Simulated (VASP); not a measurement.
# PtSe2 in VASP: further runs

PtSe2 is run at these levels: PBE+D3(BJ); tasks: single point.

Everything below comes from runs of VASP 6.6.1. Logs are shortened: lines on timing, memory, paths and dates and some standing lists are left out, and cuts for length are marked.

**1. The cell of the first run**

The cell holds a slab with vacuum, 6 atoms: a = 3.707 Å, b = 3.707 Å, c = 22.799 Å, α = 90.00°, β = 90.00°, γ = 120.00°.

**2. Single point, PBE+D3(BJ) (layers slid over each other)**

INCAR

```
PREC = Accurate
ENCUT = 520
EDIFF = 1E-7
ISMEAR = 0
SIGMA = 0.05
LREAL = False
LASPH = True
NELM = 60
ALGO = Normal
ISIF = 2
LWAVE = False
LCHARG = False
LDIPOL = True
IDIPOL = 3
DIPOL = 0.5 0.5 0.383
GGA = PE
IVDW = 12
NBANDS = 31
```

KPOINTS

```
Automatic mesh
0
Gamma
  9 9 1
```

POSCAR

```
PtSe2
1.0
    3.7069017468      0.0000000000      0.0000000000
   -1.8534508734      3.2102710821      0.0000000000
    0.0000000000      0.0000000000     22.7988449202
Se Pt
4 2
Direct
    0.6666666667      0.3333333333      0.1973784205
    0.3333333333      0.6666666667      0.3135870473
    0.3333333333      1.0000000000      0.4521905604
    0.6666666667      0.6666666667      0.5683991871
    0.0000000000      0.0000000000      0.2554827339
    1.0000000000      1.3333333333      0.5102948737
```

Potentials or basis: VASP PAW PBE potentials, release 64 (Se, Pt).

Started as:

```
cat potpaw_PBE.64/Se/POTCAR potpaw_PBE.64/Pt/POTCAR > POTCAR
mpirun -np 1 vasp_std > vasp.out
```

OUTCAR:

```text
PREC = Accurate
   ENCUT = 520
   EDIFF = 1E-7
   ISMEAR = 0
   LREAL = False
   LASPH = True
   NELM = 60
   ISIF = 2
   GGA = PE
   IVDW = 12
 IVDW          = 12

 ion  position               nearest neighbor table
   1  0.667  0.333  0.197-   5 2.52   5 2.52   5 2.52
   2  0.333  0.667  0.314-   5 2.52   5 2.52   5 2.52
   3  0.333  0.000  0.452-   6 2.52   6 2.52   6 2.52
   4  0.667  0.667  0.568-   6 2.52   6 2.52   6 2.52
   5  0.000  0.000  0.255-   2 2.52   1 2.52   2 2.52   1 2.52   2 2.52   1 2.52
   6  0.000  0.333  0.510-   3 2.52   3 2.52   3 2.52   4 2.52   4 2.52   4 2.52

  LATTYP: Found a hexagonal cell.
 ALAT       =     3.7069017468
 C/A-ratio  =     6.1503774520

  Lattice vectors:

 A1 = (   3.7069017468,   0.0000000000,   0.0000000000)
 A2 = (  -1.8534508734,   3.2102710821,   0.0000000000)
 A3 = (   0.0000000000,   0.0000000000,  22.7988449202)

Analysis of symmetry for initial positions (statically):
=====================================================================
 Subroutine PRICEL returns:
 Original cell was already a primitive cell.

 Routine SETGRP: Setting up the symmetry group for a
 hexagonal supercell.

 Subroutine GETGRP returns: Found  2 space group operations
 (whereof  1 operations were pure point group operations)
 out of a pool of 24 trial point group operations.

The static configuration has the point symmetry C_1 .
 The point group associated with its full space group is C_2 .

Analysis of symmetry for dynamics (positions and initial velocities):
=====================================================================
 Subroutine PRICEL returns:
 Original cell was already a primitive cell.

 Routine SETGRP: Setting up the symmetry group for a
 hexagonal supercell.

 Subroutine GETGRP returns: Found  2 space group operations
 (whereof  1 operations were pure point group operations)
 out of a pool of 24 trial point group operations.

The dynamic configuration has the point symmetry C_1 .
 The point group associated with its full space group is C_2 .

 Subroutine INISYM returns: Found  2 space group operations
 (whereof  1 operations are pure point group operations),
 and found     1 'primitive' translations

----------------------------------------------------------------------------------------

                                     Primitive cell

  volume of cell :     271.3099

  direct lattice vectors                    reciprocal lattice vectors
     3.706901747  0.000000000  0.000000000     0.269767064  0.155750087  0.000000000
    -1.853450873  3.210271082  0.000000000     0.000000000  0.311500174  0.000000000
     0.000000000  0.000000000 22.798844920     0.000000000  0.000000000  0.043861871
[... 105 lines left out ...]
   EFERMI =   0.00;   METHOD = LEGACY
   ISMEAR =     0;   SIGMA  =   0.05  broadening in eV -4-tet -1-fermi 0-gaus
   EFERMI_NEDOS =   21; number of points for ismear=-14 and -15
   IALGO  =     38    algorithm
   IMIX   =      4    mixing-type and parameters
     AMIX     =   0.40;   BMIX     =  1.00
     AMIX_MAG =   1.60;   BMIX_MAG =  1.00
  volume/ion in A,a.u.               =      45.22       305.15
  Fermi-wavevector in a.u.,A,eV,Ry     =   0.892765  1.687081 10.844244  0.797029
  Thomas-Fermi vector in A             =   2.014756
   LORBIT       =      0    0 simple, 1 ext, 2 COOP (PROOUT), +10 PAW based schemes
   GGA     = PE    functional components
   LHFCALC =     F    Hartree Fock is set to
   AEXX    =    0.0000 exact exchange contribution
   IVDW    =    12    specifies the selected vdW correction
   LEPSILON=     F    determine dielectric tensor
   LRPA    =     F    only Hartree local field effects (RPA)
 non-spin polarized calculation
 Gauss-broadening in eV      SIGMA  =   0.05
  energy-cutoff  :      520.00
  volume of cell :      271.31
 maximum number of plane-waves:      7334
   NGX = 13   NGY = 13   NGZ = 85

 dipolmoment           0.000000      0.000000      0.000000 electrons x Angstroem

 number of electron      44.0000001 magnetization

 dipolmoment           0.000000      0.000000     -0.000001 electrons x Angstroem

 Free energy of the ion-electron system (eV)
  ---------------------------------------------------
  ext. energy  EPLUGINS =         0.00000000
  ---------------------------------------------------
  free energy    TOTEN  =       -28.52084673 eV

  energy without entropy =      -28.52084673  energy(sigma->0) =      -28.52084673

 E-fermi :   0.0048     XC(G=0):  -5.4557

 val. band max:       -0.2270605529   @ k =   0.1111  -0.0000   0.0000
 cond. band min:       0.4778807815   @ k =   0.2222   0.0000   0.0000
 fundamental gap:      0.7049413343
 Fermi energy:         0.0047794718

 k-point     1 :       0.0000    0.0000    0.0000
  band No.  band energies     occupation
      1     -14.8030      2.00000
      2     -14.6918      2.00000
      3     -13.0881      2.00000
      4     -12.8810      2.00000
      5      -6.1272      2.00000
      6      -5.7824      2.00000
[... 805 lines left out ...]
     30       7.0751      0.00000
     31       7.3946      0.00000

 [... further k-points ...]

------------------------ aborting loop because EDIFF is reached ----------------------------------------

 vacuum level on the upper side and lower side of the slab       (xc-potential included)        -0.065        -0.064

 Edisp (eV)   -2.13017

 E8    (eV) :    -0.9440

  FORCE on cell =-STRESS in cart. coord.  units (eV):
  Direction    XX          YY          ZZ          XY          YZ          ZX
  --------------------------------------------------------------------------------------
  -------------------------------------------------------------------------------------
  Total      -0.02567     0.11755    -0.24054    -0.12403     0.41056    -0.23704
  in kB      -0.15160     0.69415    -1.42044    -0.73244     2.42450    -1.39978
  external pressure =       -0.29 kB  Pullay stress =        0.00 kB

 VOLUME and BASIS-vectors are now :
 -----------------------------------------------------------------------------
  energy-cutoff  :      520.00
  volume of cell :      271.31
      direct lattice vectors                 reciprocal lattice vectors
     3.706901747  0.000000000  0.000000000     0.269767064  0.155750087  0.000000000
    -1.853450873  3.210271082  0.000000000     0.000000000  0.311500174  0.000000000
     0.000000000  0.000000000 22.798844920     0.000000000  0.000000000  0.043861871

 POSITION                                       TOTAL-FORCE (eV/Angst)
 -----------------------------------------------------------------------------------
      1.85345      1.07009      4.50000         0.007525     -0.044306     -0.015780
     -0.00000      2.14018      7.14942         0.054472     -0.106064     -0.038201
      1.23563      0.00000     10.30942        -0.064618      0.100206      0.038201
      1.23563      2.14018     12.95884        -0.034608      0.028670      0.015780
      0.00000      0.00000      5.82471        -0.003756      0.049492      0.077133
     -0.61782      1.07009     11.63413         0.040983     -0.027998     -0.077133
 -----------------------------------------------------------------------------------
    total drift:                                0.000102      0.000050     -0.000040

  FREE ENERGIE OF THE ION-ELECTRON SYSTEM (eV)
  ---------------------------------------------------
  free  energy   TOTEN  =       -30.6510153625 eV

  energy  without entropy=      -30.6510153625  energy(sigma->0) =      -30.65101536

 vacuum level on the upper side and lower side of the slab         4.929         4.930
```

OSZICAR:

```text
N       E                     dE             d eps       ncg     rms          rms(c)
DAV:   1     0.299357755286E+03    0.29936E+03   -0.17283E+04  1550   0.115E+03
DAV:   2    -0.248852573279E+01   -0.30185E+03   -0.28657E+03  2043   0.215E+02
DAV:   3    -0.295388137206E+02   -0.27050E+02   -0.26476E+02  1862   0.682E+01
[... 18 lines left out ...]
DAV:  22    -0.285208450103E+02   -0.23323E-05   -0.38511E-08  1319   0.821E-04    0.502E-04
DAV:  23    -0.285208463328E+02   -0.13224E-05   -0.30550E-08  1317   0.737E-04    0.241E-04
DAV:  24    -0.285208464845E+02   -0.15176E-06   -0.22967E-09  1272   0.214E-04    0.273E-04
DAV:  25    -0.285208467163E+02   -0.23175E-06   -0.57900E-09  1160   0.241E-04    0.471E-05
DAV:  26    -0.285208467328E+02   -0.16536E-07   -0.78535E-10  1286   0.107E-04
   1 F= -.30651015E+02 E0= -.30651015E+02  d E =-.112684E-11
```

stdout:

```text
POSCAR found type information on POSCAR SePt
 POSCAR found :  2 types and       6 ions
 scaLAPACK will be used
 LDA part: xc-table for (Slater+PW92), standard interpolation
 POSCAR, INCAR and KPOINTS ok, starting setup
 FFT: planning ... GRIDC
 FFT: planning ... GRID_SOFT
 FFT: planning ... GRID
 WAVECAR not read
 entering main loop
```

Run time: 6.1 min. Hardware: 1 thread of AMD EPYC 7R13 (Zen 3), shared host; peak memory 0.45 GiB.

Results:

| Item | Value |
| --- | --- |
| Free energy | -30.6510 eV |
| Largest force | 0.125 eV/Å |
| Band gap on the k mesh | 0.70 eV (least direct gap 0.90 eV) |
| Dispersion energy per atom | -0.355 eV |

Forces on the atoms (eV/Å):
```
Se   0.008 -0.044 -0.016
Se   0.054 -0.106 -0.038
Se  -0.065  0.100  0.038
Se  -0.035  0.029  0.016
Pt  -0.004  0.049  0.077
Pt   0.041 -0.028 -0.077
```

Levels at points of the mesh, in eV from the valence-band top:
| k point | band 20 | band 21 | band 22 | band 23 | band 24 | band 25 |
| --- | --- | --- | --- | --- | --- | --- |
| (0.00, 0.00, 0.00) | -0.49 | -0.43 | -0.32 | 2.43 | 2.43 | 2.54 |

Caveat: the cell differs from its parent crystal (layers slid over each other); spin-orbit coupling is left out, which moves the levels of the heavy elements.

**3. Single point, PBE+D3(BJ) (layers slid over each other)**

INCAR

```
SYSTEM = PtSe2
PREC = Accurate ; ENCUT = 520
EDIFF = 1E-6 ; ISMEAR = 0
SIGMA = 0.05 ; LREAL = .False.
LASPH = .True. ; NELM = 60
ALGO = Normal ; ISIF = 2
LWAVE = .False. ; LCHARG = .True.
LDIPOL = .True. ; IDIPOL = 3
DIPOL = 0.5 0.5 0.383 ; GGA = PE
IVDW = 12 ; LELF = .True.
LVHAR = .True. ; LVACPOTAV = .True.
NBANDS = 31
```

KPOINTS

```
regular mesh
0
Gamma
  9 9 1
  0 0 0
```

POSCAR

```
PtSe2
1.0
    3.7069017468      0.0000000000      0.0000000000
   -1.8534508734      3.2102710821      0.0000000000
    0.0000000000      0.0000000000     22.7988449202
Se Pt
4 2
Direct
    0.6666666667      0.3333333333      0.1973784205
    0.3333333333      0.6666666667      0.3135870473
    0.3333333333      0.8333333333      0.4521905604
    0.6666666667      0.5000000000      0.5683991871
    0.0000000000      0.0000000000      0.2554827339
    1.0000000000      1.1666666667      0.5102948737
```

Potentials or basis: VASP PAW PBE potentials, release 64 (Se, Pt).

Started as:

```
cat potpaw_PBE.64/Se/POTCAR potpaw_PBE.64/Pt/POTCAR > POTCAR
mpirun -np 1 vasp_std > vasp.out
```

OUTCAR:

```text
SYSTEM = PtSe2
   PREC = Accurate
   ENCUT = 520
   EDIFF = 1E-6
   ISMEAR = 0
   LREAL = .False.
   LASPH = .True.
   NELM = 60
   ISIF = 2
   GGA = PE
   IVDW = 12
 IVDW          = 12

 ion  position               nearest neighbor table
   1  0.667  0.333  0.197-   5 2.52   5 2.52   5 2.52
   2  0.333  0.667  0.314-   5 2.52   5 2.52   5 2.52
   3  0.333  0.833  0.452-   6 2.52   6 2.52   6 2.52
   4  0.667  0.500  0.568-   6 2.52   6 2.52   6 2.52
   5  0.000  0.000  0.255-   2 2.52   1 2.52   2 2.52   1 2.52   2 2.52   1 2.52
   6  0.000  0.167  0.510-   3 2.52   3 2.52   3 2.52   4 2.52   4 2.52   4 2.52

  LATTYP: Found a hexagonal cell.
 ALAT       =     3.7069017468
 C/A-ratio  =     6.1503774520

  Lattice vectors:

 A1 = (   3.7069017468,   0.0000000000,   0.0000000000)
 A2 = (  -1.8534508734,   3.2102710821,   0.0000000000)
 A3 = (   0.0000000000,   0.0000000000,  22.7988449202)

Analysis of symmetry for initial positions (statically):
=====================================================================
 Subroutine PRICEL returns:
 Original cell was already a primitive cell.

 Routine SETGRP: Setting up the symmetry group for a
 hexagonal supercell.

 Subroutine GETGRP returns: Found  2 space group operations
 (whereof  1 operations were pure point group operations)
 out of a pool of 24 trial point group operations.

The static configuration has the point symmetry C_1 .
 The point group associated with its full space group is C_2 .

Analysis of symmetry for dynamics (positions and initial velocities):
=====================================================================
 Subroutine PRICEL returns:
 Original cell was already a primitive cell.

 Routine SETGRP: Setting up the symmetry group for a
 hexagonal supercell.

 Subroutine GETGRP returns: Found  2 space group operations
 (whereof  1 operations were pure point group operations)
 out of a pool of 24 trial point group operations.

The dynamic configuration has the point symmetry C_1 .
 The point group associated with its full space group is C_2 .

 Subroutine INISYM returns: Found  2 space group operations
[... 133 lines left out ...]
   LEPSILON=     F    determine dielectric tensor
   LRPA    =     F    only Hartree local field effects (RPA)
 non-spin polarized calculation
 Gauss-broadening in eV      SIGMA  =   0.05
  energy-cutoff  :      520.00
  volume of cell :      271.31
 maximum number of plane-waves:      7334
   NGX = 13   NGY = 13   NGZ = 85

 dipolmoment           0.000000      0.000000      0.000025 electrons x Angstroem

 number of electron      44.0000001 magnetization

 dipolmoment           0.000000      0.000000     -0.000005 electrons x Angstroem

 Free energy of the ion-electron system (eV)
  ---------------------------------------------------
  ext. energy  EPLUGINS =         0.00000000
  ---------------------------------------------------
  free energy    TOTEN  =       -28.43476847 eV

  energy without entropy =      -28.43476847  energy(sigma->0) =      -28.43476847

 E-fermi :   0.1797     XC(G=0):  -5.4573

 val. band max:       -0.0807728238   @ k =   0.1111   0.1111   0.0000
 cond. band min:       0.4735141507   @ k =   0.2222   0.0000   0.0000
 fundamental gap:      0.5542869744
 Fermi energy:         0.1797127605

 k-point     1 :       0.0000    0.0000    0.0000
  band No.  band energies     occupation
      1     -14.8171      2.00000
      2     -14.6843      2.00000
      3     -13.1101      2.00000
      4     -12.8678      2.00000
      5      -6.1793      2.00000
      6      -5.7772      2.00000
[... 805 lines left out ...]
     30       7.1034      0.00000
     31       7.2819      0.00000

 [... further k-points ...]

------------------------ aborting loop because EDIFF is reached ----------------------------------------

 Edisp (eV)   -2.12800

 E8    (eV) :    -0.9425

  FORCE on cell =-STRESS in cart. coord.  units (eV):
  Direction    XX          YY          ZZ          XY          YZ          ZX
  --------------------------------------------------------------------------------------
  -------------------------------------------------------------------------------------
  Total       0.13718     0.20617     0.73170    -0.05975     0.49639    -0.28659
  in kB       0.81008     1.21750     4.32096    -0.35283     2.93137    -1.69242
  external pressure =        2.12 kB  Pullay stress =        0.00 kB

 VOLUME and BASIS-vectors are now :
 -----------------------------------------------------------------------------
  energy-cutoff  :      520.00
  volume of cell :      271.31
      direct lattice vectors                 reciprocal lattice vectors
     3.706901747  0.000000000  0.000000000     0.269767064  0.155750087  0.000000000
    -1.853450873  3.210271082  0.000000000     0.000000000  0.311500174  0.000000000
     0.000000000  0.000000000 22.798844920     0.000000000  0.000000000  0.043861871

 POSITION                                       TOTAL-FORCE (eV/Angst)
 -----------------------------------------------------------------------------------
      1.85345      1.07009      4.50000         0.019511     -0.048296     -0.029138
     -0.00000      2.14018      7.14942         0.072310     -0.131307     -0.228379
     -0.30891      2.67523     10.30942        -0.077561      0.128275      0.228379
      1.54454      1.60514     12.95884        -0.032070      0.041045      0.029138
      0.00000      0.00000      5.82471        -0.020127      0.055426      0.032725
     -0.30891      0.53505     11.63413         0.037937     -0.045143     -0.032725
 -----------------------------------------------------------------------------------
    total drift:                                0.000015      0.000018     -0.000171

  FREE ENERGIE OF THE ION-ELECTRON SYSTEM (eV)
  ---------------------------------------------------
  free  energy   TOTEN  =       -30.5627719835 eV

  energy  without entropy=      -30.5627719835  energy(sigma->0) =      -30.56277198

 vacuum level on the upper side and lower side of the slab         4.998         4.998
```

OSZICAR:

```text
N       E                     dE             d eps       ncg     rms          rms(c)
DAV:   1     0.299470457334E+03    0.29947E+03   -0.17293E+04  1550   0.115E+03
DAV:   2    -0.250534129354E+01   -0.30198E+03   -0.28678E+03  2035   0.215E+02
DAV:   3    -0.294333674722E+02   -0.26928E+02   -0.26242E+02  1896   0.682E+01
[... 16 lines left out ...]
DAV:  20    -0.284347598640E+02   -0.79841E-05   -0.46175E-07  1274   0.281E-03    0.209E-03
DAV:  21    -0.284347643023E+02   -0.44383E-05   -0.10826E-07  1203   0.137E-03    0.207E-03
DAV:  22    -0.284347669256E+02   -0.26233E-05   -0.18548E-07  1188   0.176E-03    0.134E-03
DAV:  23    -0.284347682849E+02   -0.13593E-05   -0.39723E-08  1167   0.826E-04    0.106E-03
DAV:  24    -0.284347684654E+02   -0.18043E-06   -0.22355E-08  1300   0.594E-04
   1 F= -.30562772E+02 E0= -.30562772E+02  d E =-.232076E-14
```

stdout:

```text
POSCAR found type information on POSCAR SePt
 POSCAR found :  2 types and       6 ions
 scaLAPACK will be used
 LDA part: xc-table for (Slater+PW92), standard interpolation
 POSCAR, INCAR and KPOINTS ok, starting setup
 FFT: planning ... GRIDC
 FFT: planning ... GRID_SOFT
 FFT: planning ... GRID
 WAVECAR not read
 entering main loop
 -----------------------------------------------------------------------------
|                                                                             |
|           W    W    AA    RRRRR   N    N  II  N    N   GGGG   !!!           |
|           W    W   A  A   R    R  NN   N  II  NN   N  G    G  !!!           |
|           W    W  A    A  R    R  N N  N  II  N N  N  G       !!!           |
|           W WW W  AAAAAA  RRRRR   N  N N  II  N  N N  G  GGG   !            |
|           WW  WW  A    A  R   R   N   NN  II  N   NN  G    G                |
|           W    W  A    A  R    R  N    N  II  N    N   GGGG   !!!           |
|                                                                             |
|     Did not find any points to average over, which means that no vacuum     |
|     field-free region was found. Please increase the size of  your cell     |
|     in the dimension of the dipole correction to obtain accurate            |
|     workfunction values.                                                    |
|                                                                             |
 -----------------------------------------------------------------------------
```

It took 6 min on 1 thread of AMD EPYC 7R13 (Zen 3), shared host; peak memory 0.45 GiB.

Results:

```
Free energy                : -30.5628 eV
Largest force              : 0.273 eV/Å
Band gap on the k mesh     : 0.55 eV (least direct gap 0.79 eV)
Dispersion energy per atom : -0.355 eV
```

Forces on the atoms (eV/Å):
```
Se   0.020 -0.048 -0.029
Se   0.072 -0.131 -0.228
Se  -0.078  0.128  0.228
Se  -0.032  0.041  0.029
Pt  -0.020  0.055  0.033
Pt   0.038 -0.045 -0.033
```

Caveat: the cell differs from its parent crystal (layers slid over each other); spin-orbit coupling is left out, which moves the levels of the heavy elements.
